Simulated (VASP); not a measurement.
## W: relaxation of shape and atoms at fixed volume with PBE

The system is W.

```
W
1.0
    -2.15854    2.15854    1.13439
     2.15854   -2.15854    1.13439
     2.15854    2.15854   -1.13439
W
2
Direct
  0.62500 0.87500 0.75000
  0.37500 0.12500 0.25000
```

```
Program                : VASP 6.6.1
Task                   : relaxation of shape and atoms at fixed volume
Functional             : PBE
Potentials or basis    : VASP PAW PBE potentials, release 64 (W_sv)
Cutoff                 : 600 eV
k mesh                 : 16 × 16 × 16
Occupations            : fermi-dirac, width 0.05 eV
Spin                   : no spin polarisation
Dipole correction      : no
Further INCAR settings : ALGO = Normal; EDIFF = 1e-06; IBRION = 2; EDIFFG = -0.005; NSW = 50; ISIF = 4
```

| Item | Value |
| --- | --- |
| Energy gained by relaxing | 0.6 meV/atom |
| Ionic steps | 3 |
| Pressure after relaxing | 345.0 GPa |
| Band gap on the k mesh | zero (bands 14 and 15 overlap by 5.62 eV) |

The path:
| step | energy change (eV) | largest force (eV/Å) | pressure (GPa) | volume (Å³) |
| --- | --- | --- | --- | --- |
| 1 | 0.0000 | 0.0000 | 344.92 | 21.14 |
| 2 | 0.0169 | 0.0000 | 345.57 | 21.14 |
| 3 | -0.0013 | 0.0000 | 345.00 | 21.14 |

Final structure:
```
W
1.0
    -2.15538    2.15538    1.13772
     2.15538   -2.15538    1.13772
     2.15538    2.15538   -1.13772
W
2
Direct
  0.62500 0.87500 0.75000
  0.37500 0.12500 0.25000
```

Levels at points of the mesh, in eV from the Fermi level:
```
           k point  band 10  band 11  band 12  band 13  band 14  band 15  band 16  band 17  band 18
(0.00, 0.00, 0.00)   -11.13    -7.27    -6.39    -5.34     2.47     2.47     2.85     2.85     9.14
(0.50, 0.00, 0.00)    -8.87    -6.49    -3.97    -1.93    -0.65     1.79     2.07     5.99     6.31
(0.50, 0.50, 0.00)    -7.73    -5.29    -5.29    -1.54    -1.54     1.29     1.29     5.33     5.33
(0.50, 0.50, 0.50)    -7.73    -4.71    -4.71     0.23     0.23     1.10     1.10     4.34     4.34
```

Run time: 2.3 min on 1 thread of Intel(R) Xeon(R) 6975P-C (Granite Rapids), with other jobs on the host, peak memory 0.27 GiB.

Caveat: spin-orbit coupling is left out, which moves the levels of the heavy elements.
